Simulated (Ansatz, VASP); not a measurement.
**Two plane-wave programs on Cu3O2**

File INCAR:

```
PREC     = Accurate       # precision mode
ENCUT    = 520            # plane-wave cutoff, eV
EDIFF    = 1E-7           # SCF threshold, eV
ISMEAR   = -1             # smearing method
SIGMA    = 0.05           # smearing width, eV
LREAL    = F              # projectors in reciprocal space
LASPH    = T              # aspherical terms in the spheres
NELM     = 60             # most SCF steps
ALGO     = Normal         # electronic algorithm
ISIF     = 2              # what is computed and relaxed
LWAVE    = F              # write WAVECAR
LCHARG   = F              # write CHGCAR
GGA      = PE             # functional
NBANDS   = 30             # bands
```

Contents of KPOINTS:

```
Automatic mesh
0
Gamma
  9 9 9
```

POSCAR

```
Cu3O2
1.0
   -2.0229820000      2.0229820000      3.6736170000
    2.0229820000     -2.0229820000      3.6736170000
    2.0229820000      2.0229820000     -3.6736170000
Cu O
3 2
Direct
    0.0086460000      0.0141220000      0.0238240000
    0.7304760000      0.2477990000      0.4882090000
    0.2634050000      0.7571750000      0.5091040000
    0.5049290000     -0.0037260000      0.5010080000
    0.0084640000      0.5030830000      0.5001970000
```

Contents of input.yaml:

```yaml
crystal:
  lattice:
    - [-2.022982, 2.022982, 3.673617]
    - [2.022982, -2.022982, 3.673617]
    - [2.022982, 2.022982, -3.673617]
  atoms:
    - { symbol: Cu, position: [0.008646, 0.014122, 0.023824] }
    - { symbol: Cu, position: [0.730476, 0.247799, 0.488209] }
    - { symbol: Cu, position: [0.263405, 0.757175, 0.509104] }
    - { symbol: O, position: [0.504929, -0.003726, 0.501008] }
    - { symbol: O, position: [0.008464, 0.503083, 0.500197] }
hamiltonian:
  xc: pbe
  pseudopotentials: { kind: paw }
kpoints:
  mp_grid: { grid: [9, 9, 9] }
scf:
  occupations: { method: fermi_dirac, width: 0.05 }
output:
  forces: true
  stress: true
  eigenvalues: true
```

Change from the starting cell: atoms moved at random, drawn with an rms of 0.05 Å.

Alike in both runs: task single point; functional PBE; k mesh 9 × 9 × 9; occupations fermi-dirac, width 0.05 eV; no spin polarisation.

|  | VASP | Ansatz |
| --- | --- | --- |
| version | VASP 6.6.1 | Ansatz 0.2.0 |
| potentials or method | VASP PAW PBE potentials, release 64 (Cu, O) | Ansatz PAW |
| plane-wave cutoff (eV) | 520 | 420 |
| valence electrons in the cell | 45 | 69 |

|  | VASP | Ansatz | Ansatz less VASP |
| --- | --- | --- | --- |
| gap on the k mesh at the Fermi level (eV) | none | none | - |
| pressure (GPa) | 2.3 | 1.5 | -0.79 |
| traceless stress, the component that is largest in VASP (GPa) | -1.25 | -0.84 | +0.410 |
| rms of the force components (eV/Å) | 0.484 | 0.466 | -0.0177 |

Atom by atom the forces differ by 0.018 eV/Å (rms over components). A gap of «none» marks a metal or a gap that the smearing closes. VASP's potentials hold 45 valence electrons a cell and Ansatz's 69, so a difference there can come from the potentials and not from the codes.
